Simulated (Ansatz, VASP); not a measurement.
MoS2 in VASP and in Ansatz

```xyz
6
Lattice="3.1690 0.0000 0.0000 -1.5845 2.7444 0.0000 0.0000 0.0000 12.3240" Properties=species:S:1:pos:R:3 pbc="T T T"
Mo    0.0000    1.8296    3.0810
Mo    1.5845    0.9148    9.2430
S     0.0000    1.8296    7.6779
S     1.5845    0.9148    1.5159
S     0.0000    1.8296   10.8081
S     1.5845    0.9148    4.6461
```

Alike in both runs: task single point; functional LDA; k mesh 5 × 5 × 1; no spin polarisation.

|  | VASP | Ansatz |
| --- | --- | --- |
| version | VASP 6.6.1 | Ansatz 0.2.0 |
| potentials or method | VASP PAW LDA potentials, release 64 (Mo_sv, S), cutoff 500 eV | plane waves, PAW |
| occupations | fermi-dirac, width 0.1 eV | fermi-dirac |
| valence electrons in the cell | 52 | 52 |

VASP gave:

```
pressure (GPa)                                                : -5.4
traceless stress, the component that is largest in VASP (GPa) : 0.52
```

Problem. What did Ansatz give for the same quantities?

Solution. Pressure (GPa): -5.5; traceless stress, the component that is largest in VASP (GPa): 0.55.

LDA's correlation is that of Perdew and Zunger in VASP and of Perdew and Wang (1992) in Ansatz.

The k mesh is coarse, so the values compare programs but aren't converged.
